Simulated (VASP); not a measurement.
# Pb (Fd-3m) in VASP: notebook, part 2 of 2

VASP 6.6.1. Earlier steps stand in the parts before.

## Step 3: Single point, PBE (C replaced by Pb, lengths x 1.553, strained)

INCAR

```
SYSTEM = Pb
PREC = Accurate
ENCUT = 520
EDIFF = 1E-6
ISMEAR = 0
SIGMA = 0.1
LREAL = .False.
LASPH = .True.
NELM = 80
ALGO = Normal
ISIF = 2
LWAVE = .False.
LCHARG = .False.
GGA = PE
NBANDS = 21
```

KPOINTS

```
regular mesh
0
Gamma
  14 14 14
  0 0 0
```

POSCAR

```
Pb
1.0
    0.0000000000      2.7563643755      2.7563643755
    2.7563643755      0.0000000000      2.7563643755
    2.7563643755      2.7563643755      0.0000000000
Pb
2
Direct
    0.5000000000      0.5000000000      0.5000000000
    0.7500000000      0.7500000000      0.7500000000
```

Potentials or basis: VASP PAW PBE potentials, release 64 (Pb_d).

On the command line:

```bash
cat potpaw_PBE.64/Pb_d/POTCAR > POTCAR
mpirun -np 1 vasp_std > vasp.out
```

OUTCAR:

```text
SYSTEM = Pb
   PREC = Accurate
   ENCUT = 520
   EDIFF = 1E-6
   ISMEAR = 0
   LREAL = .False.
   LASPH = .True.
   NELM = 80
   ISIF = 2
   GGA = PE

 ion  position               nearest neighbor table
   1  0.500  0.500  0.500-   2 2.39   2 2.39   2 2.39   2 2.39
   2  0.750  0.750  0.750-   1 2.39   1 2.39   1 2.39   1 2.39

  LATTYP: Found a face centered cubic cell.
 ALAT       =     5.5127287510

  Lattice vectors:

 A1 = (   0.0000000000,   2.7563643755,   2.7563643755)
 A2 = (   2.7563643755,   0.0000000000,   2.7563643755)
 A3 = (   2.7563643755,   2.7563643755,   0.0000000000)

Analysis of symmetry for initial positions (statically):
=====================================================================
 Subroutine PRICEL returns:
 Original cell was already a primitive cell.

 Routine SETGRP: Setting up the symmetry group for a
 face centered cubic supercell.

 Subroutine GETGRP returns: Found 48 space group operations
 (whereof 24 operations were pure point group operations)
 out of a pool of 48 trial point group operations.

The static configuration has the point symmetry T_d .
 The point group associated with its full space group is O_h .

Analysis of symmetry for dynamics (positions and initial velocities):
=====================================================================
 Subroutine PRICEL returns:
 Original cell was already a primitive cell.

 Routine SETGRP: Setting up the symmetry group for a
 face centered cubic supercell.

 Subroutine GETGRP returns: Found 48 space group operations
 (whereof 24 operations were pure point group operations)
 out of a pool of 48 trial point group operations.

The dynamic configuration has the point symmetry T_d .
 The point group associated with its full space group is O_h .

 Subroutine INISYM returns: Found 48 space group operations
 (whereof 24 operations are pure point group operations),
 and found     1 'primitive' translations

----------------------------------------------------------------------------------------

                                     Primitive cell

  volume of cell :      41.8832

  direct lattice vectors                    reciprocal lattice vectors
     0.000000000  2.756364376  2.756364376    -0.181398368  0.181398368  0.181398368
     2.756364376  0.000000000  2.756364376     0.181398368 -0.181398368  0.181398368
     2.756364376  2.756364376  0.000000000     0.181398368  0.181398368 -0.181398368

  length of vectors
     3.898087883  3.898087883  3.898087883     0.314191190  0.314191190  0.314191190

  position of ions in fractional coordinates (direct lattice)
     0.500000000  0.500000000  0.500000000
     0.750000000  0.750000000  0.750000000

  ion indices of the primitive-cell ions
   primitive index   ion index
                 1           1
                 2           2

----------------------------------------------------------------------------------------

 KPOINTS: regular mesh

Automatic generation of k-mesh.
 Grid dimensions read from file:
 generate k-points for:   14   14   14

 Generating k-lattice:

  Cartesian coordinates                     Fractional coordinates (reciprocal lattice)
    -0.012957026  0.012957026  0.012957026     0.071428571  0.000000000  0.000000000
     0.012957026 -0.012957026  0.012957026     0.000000000  0.071428571  0.000000000
     0.012957026  0.012957026 -0.012957026     0.000000000  0.000000000  0.071428571

  Length of vectors
     0.022442228  0.022442228  0.022442228

  Shift w.r.t. Gamma in fractional coordinates (k-lattice)
     0.000000000  0.000000000  0.000000000

 Subroutine IBZKPT returns following result:
 ===========================================

 Found    104 irreducible k-points:

 Following reciprocal coordinates:
            Coordinates               Weight
  0.000000  0.000000  0.000000      1.000000
  0.071429  0.000000  0.000000      8.000000
  0.142857  0.000000  0.000000      8.000000
  0.214286  0.000000  0.000000      8.000000
  0.285714  0.000000  0.000000      8.000000
  0.357143  0.000000  0.000000      8.000000
[... 16 lines left out ...]
  0.214286  0.142857  0.000000     24.000000
  0.285714  0.142857  0.000000     24.000000
 [... further k-points ...]
   k-points           NKPTS =    104   k-points in BZ     NKDIM =    104   number of bands    NBANDS=     21
   number of dos      NEDOS =    301   number of ions     NIONS =      2
   total plane-waves  NPLWV =  27000
   dimension x,y,z NGX =    30 NGY =   30 NGZ =   30
   dimension x,y,z NGXF=    60 NGYF=   60 NGZF=   60
   ions per type =               2
   NGX,Y,Z   is equivalent  to a cutoff of  12.79, 12.79, 12.79 a.u.
   NGXF,Y,Z  is equivalent  to a cutoff of  25.59, 25.59, 25.59 a.u.
 SYSTEM =  Pb
   PREC   = accura    normal or accurate (medium, high low for compatibility)
   ISTART =      0    job   : 0-new  1-cont  2-samecut
   ICHARG =      2    charge: 1-file 2-atom 10-const
   ISPIN  =      1    spin polarized calculation?
   LNONCOLLINEAR =      F non collinear calculations
   LSORBIT =      F    spin-orbit coupling
   LASPH  =      T    aspherical Exc in radial PAW
   ENCUT  =  520.0 eV  38.22 Ry    6.18 a.u.   7.25  7.25  7.25*2*pi/ulx,y,z
   NELM   =     80;   NELMIN=  2; NELMDL= -5     # of ELM steps
   EDIFF  = 0.1E-05   stopping-criterion for ELM
   LREAL  =      F    real-space projection
   EDIFFG = 0.1E-04   stopping-criterion for IOM
   NSW    =      0    number of steps for IOM
   IBRION =     -1    ionic relax: 0-MD 1-quasi-New 2-CG
   NFREE  =      0    steps in history (QN), initial steepest desc. (CG)
   ISIF   =      2    stress and relaxation
   ISYM   =      2    0-nonsym 1-usesym 2-fastsym
   POTIM  = 0.5000    time-step for ionic-motion
   TEBEG  =    0.0;   TEEND  =   0.0 temperature during run
   PSTRESS=    0.0 pullay stress
   NELECT =      28.0000    total number of electrons
   NUPDOWN=      -1.0000    fix difference up-down
   EMIN   =  10.00;   EMAX   =-10.00  energy-range for DOS
   EFERMI =   0.00;   METHOD = LEGACY
   ISMEAR =     0;   SIGMA  =   0.10  broadening in eV -4-tet -1-fermi 0-gaus
   EFERMI_NEDOS =   21; number of points for ismear=-14 and -15
   IALGO  =     38    algorithm
   IMIX   =      4    mixing-type and parameters
     AMIX     =   0.40;   BMIX     =  1.00
     AMIX_MAG =   1.60;   BMIX_MAG =  1.00
  volume/ion in A,a.u.               =      20.94       141.32
  Fermi-wavevector in a.u.,A,eV,Ry     =   1.431465  2.705078 27.879609  2.049093
  Thomas-Fermi vector in A             =   2.551199
   LORBIT       =      0    0 simple, 1 ext, 2 COOP (PROOUT), +10 PAW based schemes
   GGA     = PE    functional components
   LHFCALC =     F    Hartree Fock is set to
   AEXX    =    0.0000 exact exchange contribution
   IVDW    =     0    specifies the selected vdW correction
   LEPSILON=     F    determine dielectric tensor
   LRPA    =     F    only Hartree local field effects (RPA)
 non-spin polarized calculation
 Gauss-broadening in eV      SIGMA  =   0.10
  energy-cutoff  :      520.00
  volume of cell :       41.88
 maximum number of plane-waves:      1158
 NGX is ok and might be reduce to    30
   NGX = 15   NGY = 15   NGZ = 15

 number of electron      27.9999995 magnetization

 Free energy of the ion-electron system (eV)
  ---------------------------------------------------
  ext. energy  EPLUGINS =         0.00000000
  ---------------------------------------------------
  free energy    TOTEN  =         1.37728494 eV

  energy without entropy =        1.37909500  energy(sigma->0) =        1.37818997

 E-fermi :  13.6801     XC(G=0): -11.7247

 val. band max:       13.6637502645   @ k =   0.4286   0.3571   0.0000
 cond. band min:      13.7455884238   @ k =  -0.4286   0.4286   0.0000
 fundamental gap:      0.0818381593
 Fermi energy:        13.6801383347

 k-point     1 :       0.0000    0.0000    0.0000
  band No.  band energies     occupation
      1      -7.3185      2.00000
      2      -7.3185      2.00000
      3      -7.3185      2.00000
      4      -7.1099      2.00000
      5      -7.1099      2.00000
      6      -5.2103      2.00000
[... 13 lines left out ...]
     20      20.6280      0.00000
     21      20.6280      0.00000
[... 529 lines left out ...]
 k-point    24 :       0.2857    0.1429    0.0000
  band No.  band energies     occupation
      1      -7.5670      2.00000
      2      -7.4364      2.00000
      3      -7.3561      2.00000
      4      -6.8385      2.00000
      5      -6.6056      2.00000
      6      -5.9558      2.00000
[... 13 lines left out ...]
     20      21.8543      0.00000
     21      22.1270      0.00000

 [... further k-points ...]

------------------------ aborting loop because EDIFF is reached ----------------------------------------

  FORCE on cell =-STRESS in cart. coord.  units (eV):
  Direction    XX          YY          ZZ          XY          YZ          ZX
  --------------------------------------------------------------------------------------
  -------------------------------------------------------------------------------------
  Total       29.9610502     29.9610502     29.9610502     -0.0000000      0.0000000     -0.0000000
  in kB     1146.1137783   1146.1137783   1146.1137783     -0.0000000      0.0000000     -0.0000000
  external PRESSURE =    1146.1137783 kB  Pullay stress =       0.0000000 kB

 VOLUME and BASIS-vectors are now :
 -----------------------------------------------------------------------------
  energy-cutoff  :      520.00
  volume of cell :       41.88
      direct lattice vectors                 reciprocal lattice vectors
     0.000000000  2.756364376  2.756364376    -0.181398368  0.181398368  0.181398368
     2.756364376  0.000000000  2.756364376     0.181398368 -0.181398368  0.181398368
     2.756364376  2.756364376  0.000000000     0.181398368  0.181398368 -0.181398368

 POSITION                                       TOTAL-FORCE (eV/Angst)
 -----------------------------------------------------------------------------------
      2.75636      2.75636      2.75636         0.000000     -0.000000      0.000000
      4.13455      4.13455      4.13455        -0.000000      0.000000     -0.000000
 -----------------------------------------------------------------------------------
    total drift:                                0.000000     -0.000000     -0.000000

  FREE ENERGIE OF THE ION-ELECTRON SYSTEM (eV)
  ---------------------------------------------------
  free  energy   TOTEN  =         1.3772849417 eV

  energy  without entropy=        1.3790950037  energy(sigma->0) =        1.37818997
```

stdout:

```text
POSCAR found type information on POSCAR Pb
 POSCAR found :  1 types and       2 ions
 scaLAPACK will be used
 LDA part: xc-table for (Slater+PW92), standard interpolation
 POSCAR, INCAR and KPOINTS ok, starting setup
 FFT: planning ... GRIDC
 FFT: planning ... GRID_SOFT
 FFT: planning ... GRID
 WAVECAR not read
 entering main loop
```

It took 2.4 min on 1 thread of AMD EPYC 7R13, shared host; peak memory 0.19 GiB.

Results:

- Free energy: 1.3773 eV
- Pressure: 114.6 GPa
- Band gap on the k mesh: zero (bands 14 and 15 overlap by 1.14 eV)

Levels at points of the mesh, in eV from the Fermi level:
| k point | band 12 | band 13 | band 14 | band 15 | band 16 | band 17 |
| --- | --- | --- | --- | --- | --- | --- |
| (0.00, 0.00, 0.00) | 0.28 | 0.91 | 0.91 | 0.91 | 2.52 | 2.52 |
| (0.50, 0.00, 0.00) | -10.70 | -2.07 | -2.07 | 0.13 | 3.49 | 3.99 |
| (0.50, 0.50, 0.00) | -11.53 | -5.11 | -5.11 | -0.08 | -0.08 | 11.20 |

Caveat: the cell differs from its parent crystal (C replaced by Pb, lengths x 1.553, strained); the cell stands under pressure; spin-orbit coupling is left out, which moves the levels of the heavy elements.
